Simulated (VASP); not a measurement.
Wanted: the native input for a VASP 6.6.1 run.

| Quantity | Value |
| --- | --- |
| Task | relaxation of the atoms |
| Functional | PBE |
| Potentials or basis | VASP PAW PBE potentials, release 64 (Al, N) |
| Cutoff | 520 eV |
| k mesh | 8 × 8 × 5 |
| Occupations | gaussian, width 0.05 eV |
| Spin | no spin polarisation |
| Dipole correction | no |
| Further INCAR settings | ALGO = Normal; EDIFF = 1e-06; IBRION = 2; EDIFFG = -0.003; NSW = 80 |

The structure of AlN lies in POSCAR:

```
AlN
1.0
    3.1296660000      0.0000000000      0.0000000000
   -1.5648330000      2.7103702600      0.0000000000
    0.0000000000      0.0000000000      4.9810000000
Al N
2 2
Direct
    0.3333333333      0.6666666667      0.0000000000
    0.6666666667      0.3333333333      0.5000000000
    0.3333333333      0.6666666667      0.3820000000
    0.6666666667      0.3333333333      0.8820000000
```

The input as run:

INCAR

```
SYSTEM = AlN
ALGO = Normal ; EDIFF = 1E-6
EDIFFG = -0.003 ; ENCUT = 520
GGA = PE ; IBRION = 2
ISIF = 2 ; ISMEAR = 0
LASPH = .TRUE. ; LCHARG = .FALSE.
LREAL = .FALSE. ; LWAVE = .FALSE.
NELM = 80 ; NSW = 80
PREC = Accurate ; SIGMA = 0.05
```

KPOINTS

```
k-points
0
G
  8 8 5
  0 0 0
```

Potentials or basis: VASP PAW PBE potentials, release 64 (Al, N).

Run with:

```console
$ cat potpaw_PBE.64/Al/POTCAR potpaw_PBE.64/N/POTCAR > POTCAR
$ mpirun -np 1 vasp_std > vasp.out
```

Results of the run:

- Energy gained by relaxing: 0.1 meV/atom
- Ionic steps: 3
- Pressure after relaxing: 1.2 GPa
- Band gap on the k mesh: 4.07 eV

Wall time 31 s on 1 thread of Intel Xeon 8259CL, with other jobs on the host, peak memory 0.16 GiB.
